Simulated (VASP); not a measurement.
A run of VASP 6.6.1 is set up as follows.

The input INCAR:

```
ALGO = Normal
EDIFF = 1E-6
ENCUT = 590
GGA = PS
GGA_COMPAT = False
ISIF = 2
ISMEAR = -1
ISPIN = 2
LASPH = True
LCHARG = False
LMAXMIX = 4
LORBIT = 11
LREAL = False
LWAVE = False
MAGMOM = 0.266667 0.266667 0.266667 0
NBANDS = 40
NELM = 200
NUPDOWN = 0.8
PREC = Accurate
SIGMA = 0.05
```

KPOINTS

```
k-points
0
Gamma
  7 7 7
```

File POSCAR:

```
AlNi3
1.0
    0.0000000000      2.8018887551      2.8018887551
    2.8018887551      0.0000000000      2.8018887551
    2.8018887551      2.8018887551      0.0000000000
Ni Al
3 1
Direct
    0.7500000000      0.7500000000      0.7500000000
    0.0000000000      0.0000000000      0.0000000000
    0.2500000000      0.2500000000      0.2500000000
    0.5000000000      0.5000000000      0.5000000000
```

Potentials or basis: VASP PAW PBE potentials, release 64 (Ni_sv_GW, Al).

The run is started by

```console
$ cat potpaw_PBE.64/Ni_sv_GW/POTCAR potpaw_PBE.64/Al/POTCAR > POTCAR
$ mpirun -np 1 vasp_std > vasp.out
```

Q: What does it give for the pressure?

A: -3.0 GPa.

Caveat: the PAW data sets were made with another functional, which shifts forces and pressure a little; the total moment is fixed, so each spin has its own Fermi level.
